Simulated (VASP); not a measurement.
Set up this calculation in VASP 6.6.1, as the native input.

- Task: single point
- Functional: PBE
- Potentials or basis: VASP PAW PBE potentials, release 64 (Hf_pv)
- Cutoff: 520 eV
- k mesh: 10 × 10 × 5
- Occupations: fermi-dirac, width 0.05 eV
- Spin: no spin polarisation
- Dipole correction: no
- Further INCAR settings: ALGO = Fast; EDIFF = 1e-07; NBANDS = 17

The structure of Hf lies in POSCAR:

```
Hf
1.0
    3.1967000000     -0.0639340000      0.0000000000
   -1.6537184682      2.8003904083      0.0000000000
    0.0000000000      0.0000000000      5.0578000000
Hf
2
Direct
    0.6666666667      0.3333333333      0.7500000000
    0.3333333333      0.6666666667      0.2500000000
```

The input as run:

INCAR

```
SYSTEM = Hf
  ALGO = Fast
  EDIFF = 1E-7
  ENCUT = 520
  GGA = PE
  ISIF = 2
  ISMEAR = -1
  LASPH = .TRUE.
  LCHARG = .FALSE.
  LREAL = .FALSE.
  LWAVE = .FALSE.
  NBANDS = 17
  NELM = 80
  PREC = Accurate
  SIGMA = 0.05
```

KPOINTS

```
k-points
0
G
  10 10 5
  0 0 0
```

Potentials or basis: VASP PAW PBE potentials, release 64 (Hf_pv).

Launch:

```console
$ cat potpaw_PBE.64/Hf_pv/POTCAR > POTCAR
$ mpirun -np 1 vasp_std > vasp.out
```

Results of the run:

```json
{
  "Pressure": "0.3 GPa",
  "Largest force": "0.100 eV/Å",
  "Band gap on the k mesh": "zero (bands 10 and 11 overlap by 1.20 eV)"
}
```

Caveat: spin-orbit coupling is left out, which moves the levels of the heavy elements.

It took 90 s on 1 thread of Intel(R) Xeon(R) Platinum 8259CL CPU @ 2.50GHz (Skylake/Cascade Lake) (shared host), peak memory 0.23 GiB.
